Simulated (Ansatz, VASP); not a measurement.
AlCu in VASP and in Ansatz

Contents of INCAR:

```
ALGO = Normal
EDIFF = 1E-6
ENCUT = 520
GGA = PS
ISIF = 2
ISMEAR = 0
LASPH = T
LCHARG = T
LELF = T
LREAL = F
LVHAR = T
LWAVE = F
NBANDS = 14
NELM = 80
PREC = Accurate
SIGMA = 0.1
```

File KPOINTS:

```
k-points
0
Gamma
  14 14 14
```

POSCAR

```
AlCu
1.0
    2.9261430442      0.0000000000      0.0000000000
    0.0000000000      2.9261430442      0.0000000000
    0.0000000000      0.0000000000      2.9261430442
Al Cu
1 1
Direct
    0.0000000000      0.0000000000      0.0000000000
    0.5000000000      0.5000000000      0.5000000000
```

Input for Ansatz:

```yaml
crystal:
  lattice:
    - [2.9261430446, 0.0, 0.0]
    - [0.0, 2.9261430446, 0.0]
    - [0.0, 0.0, 2.9261430446]
  atoms:
    - { symbol: Al, position: [0.0, 0.0, 0.0] }
    - { symbol: Cu, position: [0.5, 0.5, 0.5] }
basis:
  ecutwfc: 420
kpoints:
  mp_grid: { grid: [14, 14, 14] }
hamiltonian:
  xc: pbesol
scf:
  occupations: { method: gaussian, width: 0.1 }
output:
  forces: true
  stress: true
  eigenvalues: true
```

Alike in both runs: task single point; functional PBEsol; k mesh 14 × 14 × 14; occupations gaussian, width 0.1 eV; no spin polarisation.

|  | VASP | Ansatz |
| --- | --- | --- |
| version | VASP 6.6.1 | Ansatz 0.2.0 |
| potentials or method | VASP PAW PBE potentials, release 64 (Al, Cu), cutoff 520 eV | scalar-relativistic, plane waves, PAW |
| valence electrons in the cell | 14 | 22 |

Ansatz gave:

```
gap on the k mesh at the Fermi level (eV) : none
pressure (GPa)                            : 4.2
```

Task: Which values does VASP return?

Result: gap on the k mesh at the Fermi level (eV): none; pressure (GPa): 4.9.

VASP's potentials were made for PBE, not for PBEsol. A gap of «none» marks a metal or a gap that the smearing closes. VASP's potentials hold 14 valence electrons a cell and Ansatz's 22, so a difference there can come from the potentials and not from the codes.
